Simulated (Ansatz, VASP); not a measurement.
One calculation of SnO2, two programs

```
CELL_PARAMETERS angstrom
4.82078 0.00000 0.00000
0.00000 4.82078 0.00000
0.00000 0.00000 3.24217
ATOMIC_POSITIONS crystal
Sn 0.00000 0.00000 0.00000
Sn 0.50000 0.50000 0.50000
O 0.30710 0.30710 0.00000
O 0.19290 0.80710 0.50000
O 0.69290 0.69290 0.00000
O 0.80710 0.19290 0.50000
```

Alike in both runs: task single point; functional PBE; k mesh 4 × 4 × 6; no spin polarisation.

```csv
,VASP,Ansatz
version,VASP 6.6.1,Ansatz 0.2.0
potentials or method,"VASP PAW PBE potentials, release 64 (Sn_d, O), cutoff 520 eV","plane waves, PAW"
occupations,"gaussian, width 0.01 eV",fixed
valence electrons in the cell,52,52
```

```tsv
	VASP	Ansatz	Ansatz less VASP
pressure (GPa)	0.9	0.3	-0.60
traceless stress, the component that is largest in VASP (GPa)	-0.05	-0.26	-0.216
```
